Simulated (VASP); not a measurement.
A run of VASP 6.6.1 is set up as follows.

File POSCAR:

```
Sb
1.0
    3.1600000000      0.0000000000      0.0000000000
    0.0000000000      3.1600000000      0.0000000000
    0.0000000000      0.0000000000      3.1600000000
Sb
1
Direct
    0.0000000000      0.0000000000      0.0000000000
```

INCAR.step1

```
ALGO     = Normal         # electronic algorithm
EDIFF    = 1E-5           # SCF threshold, eV
ENCUT    = 600            # plane-wave cutoff, eV
GGA      = PE             # functional
ISMEAR   = -1             # smearing method
LASPH    = True           # aspherical terms in the spheres
LCHARG   = False          # write CHGCAR
LREAL    = False          # projectors in reciprocal space
LWAVE    = True           # write WAVECAR
NBANDS   = 8              # bands
NELM     = 80             # most SCF steps
PREC     = Accurate       # precision mode
SIGMA    = 0.05           # smearing width, eV
```

Contents of INCAR.step2:

```
AEXX     = 1.0            # exact-exchange fraction
AGGAC    = 0.0          
ALDAC    = 0.0          
ALGO     = Normal         # electronic algorithm
EDIFF    = 1E-6           # SCF threshold, eV
EDIFFG   = -0.01          # ionic threshold
ENCUT    = 600            # plane-wave cutoff, eV
GGA      = PE             # functional
IBRION   = 2              # ionic algorithm
ISIF     = 3              # what is computed and relaxed
ISMEAR   = -1             # smearing method
ISTART   = 1            
LASPH    = True           # aspherical terms in the spheres
LCHARG   = False          # write CHGCAR
LHFCALC  = True           # exact exchange
LREAL    = False          # projectors in reciprocal space
LWAVE    = False          # write WAVECAR
NELM     = 80             # most SCF steps
NSW      = 60             # ionic steps
PREC     = Accurate       # precision mode
PRECFOCK = Normal       
SIGMA    = 0.05           # smearing width, eV
```

File KPOINTS:

```
k-points
0
Gamma
  4 4 4
```

Potentials or basis: VASP PAW PBE potentials, release 64 (Sb).

Command:

```console
$ cat potpaw_PBE.64/Sb/POTCAR > POTCAR
$ cp INCAR.step1 INCAR
$ mpirun -np 1 vasp_std > vasp.out
$ cp INCAR.step2 INCAR
$ mpirun -np 1 vasp_std > vasp.out
```

(1) Predict the relaxed volume.

(2) What does it give for the space group after relaxing (to 0.05 Å)?

## Answers

(1) 17.01 Å³/atom.

(2) Pm-3m (No. 221).

Caveat: the k points lie up to 0.61 Å⁻¹ apart in the final cell; the volume moved by over 15 % at a fixed basis, so the end points are rough; the PAW data sets were made with another functional, which shifts forces and pressure a little; the volume moved by -46 % from the deposited cell, more than functionals usually miss.
